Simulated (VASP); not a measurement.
Input of a VASP 6.6.1 run:

Contents of INCAR:

```
PREC = Accurate ; ENCUT = 520
EDIFF = 1E-7 ; ISMEAR = -1
SIGMA = 0.05 ; LREAL = F
LASPH = T ; NELM = 60
ALGO = Normal ; ISIF = 2
LWAVE = F ; LCHARG = F
GGA = RP ; IVDW = 13
NBANDS = 10
```

File KPOINTS:

```
Automatic mesh
0
Gamma
  9 9 9
```

POSCAR

```
I
1.0
    0.0000000000      2.2573862067      3.4655021292
    2.2508498012      0.0000000000      3.4655021292
    2.2508498012      2.2573862067      0.0000000000
I
1
Direct
    0.0000000000      0.0000000000      0.0000000000
```

Potentials or basis: VASP PAW PBE potentials, release 64 (I).

Command:

```console
$ cat potpaw_PBE.64/I/POTCAR > POTCAR
$ mpirun -np 1 vasp_std > vasp.out
```

(1) Predict the pressure.

(2) Predict the band gap on the k mesh.

(3) Predict the dispersion energy per atom.

Results:

(1) -0.1 GPa.

(2) zero (an odd number of electrons rules out a gap without spin polarisation).

(3) -0.769 eV.

Caveat: the PAW data sets were made with another functional, which shifts forces and pressure a little; spin-orbit coupling is left out, which moves the levels of the heavy elements; an odd number of electrons without spin polarisation forces a metal; a magnetic or distorted state may lie lower.
